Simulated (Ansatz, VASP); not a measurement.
Ga4Sb3P in VASP and in Ansatz

```
CELL_PARAMETERS angstrom
5.98000 0.00000 0.00000
0.00000 5.98000 0.00000
0.00000 0.00000 5.98000
ATOMIC_POSITIONS crystal
P 0.00000 0.00000 0.00000
Ga 0.76401 0.76401 0.76401
Ga 0.23599 0.23599 0.76401
Ga 0.23599 0.76401 0.23599
Ga 0.76401 0.23599 0.23599
Sb 0.50000 0.50000 0.00000
Sb 0.50000 0.00000 0.50000
Sb 0.00000 0.50000 0.50000
```

Alike in both runs: task single point; functional PBE; k mesh 4 × 4 × 4; occupations fermi-dirac, width 0.02 eV; no spin polarisation.

|  | VASP | Ansatz |
| --- | --- | --- |
| version | VASP 6.6.1 | Ansatz 0.2.0 |
| potentials or method | VASP PAW PBE potentials, release 64 (P, Ga_d, Sb) | plane waves, PAW |
| plane-wave cutoff (eV) | 520 | 420 |
| valence electrons in the cell | 72 | 102 |

```tsv
	VASP	Ansatz	Ansatz less VASP
pressure (GPa)	1.6	1.5	-0.08
rms of the force components (eV/Å)	0.010	0.008	-0.0027
```

VASP's potentials hold 72 valence electrons a cell and Ansatz's 102, so a difference there can come from the potentials and not from the codes.

Neither program's run includes spin-orbit coupling.
